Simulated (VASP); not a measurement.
Write the native input for VASP 6.6.1 that does the following.

```yaml
Task: single point
Functional: r2SCAN
Potentials_or_basis: VASP PAW PBE potentials, release 64 (Si)
Cutoff: 520 eV
k_mesh: 8 × 8 × 8
Occupations: methfessel-paxton, width 0.05 eV
Spin: no spin polarisation
Dipole_correction: no
Further_INCAR_settings: ALGO = Normal; EDIFF = 1e-07; NBANDS = 11
```

Crystal: Si.

```
Si
1.0
     0.00000    2.72216    2.72216
     2.72216    0.00000    2.72216
     2.72216    2.72216    0.00000
Si
2
Direct
  0.75000 0.75000 0.75000
  0.50000 0.50000 0.50000
```

These files were run (other wordings do the same):

POSCAR

```
Si
1.0
    0.0000000000      2.7221598464      2.7221598464
    2.7221598464      0.0000000000      2.7221598464
    2.7221598464      2.7221598464      0.0000000000
Si
2
Direct
    0.7500000000      0.7500000000      0.7500000000
    0.5000000000      0.5000000000      0.5000000000
```

INCAR.step1

```
SYSTEM = Si
ALGO = Normal ; EDIFF = 1E-4
ENCUT = 520 ; GGA = PE
ISMEAR = 1 ; LASPH = .True.
LCHARG = .False. ; LREAL = .False.
LWAVE = .True. ; NBANDS = 11
NELM = 100 ; PREC = Accurate
SIGMA = 0.05
```

INCAR.step2

```
SYSTEM = Si
ALGO = Normal ; EDIFF = 1E-7
ENCUT = 520 ; ISIF = 2
ISMEAR = 1 ; ISTART = 1
LASPH = .True. ; LCHARG = .False.
LMIXTAU = .True. ; LREAL = .False.
LWAVE = .False. ; METAGGA = R2SCAN
NBANDS = 11 ; NELM = 100
PREC = Accurate ; SIGMA = 0.05
```

KPOINTS

```
k-points
0
Gamma
  8 8 8
  0 0 0
```

Potentials or basis: VASP PAW PBE potentials, release 64 (Si).

Launch:

```console
$ cat potpaw_PBE.64/Si/POTCAR > POTCAR
$ cp INCAR.step1 INCAR
$ mpirun -np 1 vasp_std > vasp.out
$ cp INCAR.step2 INCAR
$ mpirun -np 1 vasp_std > vasp.out
```

It gave:

The pressure is -0.2 GPa and the band gap on the k mesh is 0.83 eV, indirect (least direct gap 2.75 eV).

Caveat: the PAW data sets were made with another functional, which shifts forces and pressure a little.

Run time: 50 s on 1 thread of Intel(R) Xeon(R) Platinum 8259CL CPU @ 2.50GHz (Skylake/Cascade Lake), on a shared host, peak memory 0.16 GiB.
